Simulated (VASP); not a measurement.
Wanted: the native input for a VASP 6.6.1 run.

```
Task                   : electric field gradients
Functional             : PBE
Potentials or basis    : VASP PAW PBE potentials, release 64 (Bi_d, S)
Cutoff                 : 520 eV
k mesh                 : 3 × 7 × 3
Occupations            : fermi-dirac, width 0.02 eV
Spin                   : no spin polarisation
Dipole correction      : no
Further INCAR settings : LREAL = Auto; ALGO = Normal; EDIFF = 1e-08; NBANDS = 112
```

The structure of Bi2S3 lies in POSCAR:

```
Bi2S3
1.0
   11.3450000000      0.0000000000      0.0000000000
    0.0000000000      3.9940000000      0.0000000000
    0.0000000000      0.0000000000     11.1930000000
Bi S
8 12
Direct
    0.4866482607      0.2500000000      0.3250674315
    0.0133517393      0.7500000000      0.8250674315
    0.9866482607      0.2500000000      0.1749325685
    0.5133517393      0.7500000000      0.6749325685
    0.3387531606      0.7500000000      0.0319967105
    0.1612468394      0.2500000000      0.5319967105
    0.8387531606      0.7500000000      0.4680032895
    0.6612468394      0.2500000000      0.9680032895
    0.2844639624      0.2500000000      0.1921554191
    0.2155360376      0.7500000000      0.6921554191
    0.7844639624      0.2500000000      0.3078445809
    0.7155360376      0.7500000000      0.8078445809
    0.5497739987      0.7500000000      0.1291586996
    0.9502260013      0.2500000000      0.6291586996
    0.0497739987      0.7500000000      0.3708413004
    0.4502260013      0.2500000000      0.8708413004
    0.3779606519      0.7500000000      0.4437800873
    0.1220393481      0.2500000000      0.9437800873
    0.8779606519      0.7500000000      0.0562199127
    0.6352610317      0.2500000000      0.5562199127
```

This cell differs from its parent crystal: atom 20 (S) moved by 0.15 Å.

One way to write it, as run:

INCAR

```
PREC = Accurate
ENCUT = 520
EDIFF = 1E-8
ISMEAR = -1
SIGMA = 0.02
LREAL = Auto
LASPH = True
NELM = 100
ALGO = Normal
ISIF = 2
LWAVE = False
LCHARG = False
GGA = PE
LEFG = True
NBANDS = 112
KPAR = 4
```

KPOINTS

```
regular mesh
0
Gamma
  3 7 3
```

Potentials or basis: VASP PAW PBE potentials, release 64 (Bi_d, S).

Run with:

```bash
$ cat potpaw_PBE.64/Bi_d/POTCAR potpaw_PBE.64/S/POTCAR > POTCAR
$ mpirun -np 4 vasp_std > vasp.out
```

Results of the run:

The pressure is 0.8 GPa. The largest force is 0.765 eV/Å. The band gap on the k mesh is 1.35 eV (least direct gap 1.49 eV) and the largest electric field gradient by atom is Bi +80.3, +80.0, +84.6, -86.1, -197.1, -200.8, -188.2, -178.5; S -27.0, -25.3, -25.9, -25.7, +41.2, +43.1, -37.2, -38.4, -83.5, -87.0, -86.2, -89.5 V/Å².

Caveat: the cell differs from its parent crystal (atom 20 (S) moved by 0.15 Å); without QUAD_EFG the Cq values of the log hold for a quadrupole moment of 1 mb, not for the nuclei; spin-orbit coupling is left out, which moves the levels of the heavy elements.

Wall time 9.1 min on 4 MPI ranks on Intel(R) Xeon(R) Platinum 8259CL CPU @ 2.50GHz (Skylake/Cascade Lake), on a shared host, peak memory 0.92 GiB a rank.
